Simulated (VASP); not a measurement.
A run of VASP 6.6.1:

File POSCAR:

```
PtSe
1.0
    3.7018703300      0.0000000000      0.0000000000
   -1.8509351600      3.2059137500      0.0000000000
    0.0000000000      0.0000000000      3.6128420300
Pt Se
1 1
Direct
    0.0000000000      0.0000000000      0.0000000000
    0.6666666667      0.3333333333      0.5000000000
```

Contents of INCAR.step1:

```
  PREC = Accurate
  ENCUT = 400
  EDIFF = 1E-5
  ISMEAR = -1
  SIGMA = 0.05
  LREAL = False
  LASPH = True
  NELM = 120
  ALGO = Normal
  ISIF = 2
  LWAVE = True
  LCHARG = False
  NBANDS = 15
  GGA = PE
  GGA_COMPAT = False
```

File INCAR.step2:

```
  PREC = Accurate
  ENCUT = 400
  EDIFF = 1E-6
  ISMEAR = -1
  SIGMA = 0.05
  LREAL = False
  LASPH = True
  NELM = 120
  ALGO = Normal
  ISIF = 2
  LWAVE = False
  LCHARG = False
  GGA = PE
  LHFCALC = True
  AEXX = 0.25
  HFSCREEN = 0.2
  PRECFOCK = Normal
  NBANDS = 15
  ISTART = 1
  GGA_COMPAT = False
```

The input KPOINTS:

```
regular mesh
0
Gamma
  4 4 4
```

Potentials or basis: VASP PAW PBE potentials, release 64 (Pt, Se).

Run with:

```sh
$ cat potpaw_PBE.64/Pt/POTCAR potpaw_PBE.64/Se/POTCAR > POTCAR
$ cp INCAR.step1 INCAR
$ mpirun -np 1 vasp_std > vasp.out
$ cp INCAR.step2 INCAR
$ mpirun -np 1 vasp_std > vasp.out
```

Hardware: 1 thread of Intel(R) Xeon(R) Platinum 8488C (Sapphire Rapids), on a shared host.

Problem. How long does it take, and how much memory?

Solution. Run time: 6.4 min on 1 thread of Intel(R) Xeon(R) Platinum 8488C (Sapphire Rapids), with other jobs on the host, peak memory 0.25 GiB. Counts: k points 12.
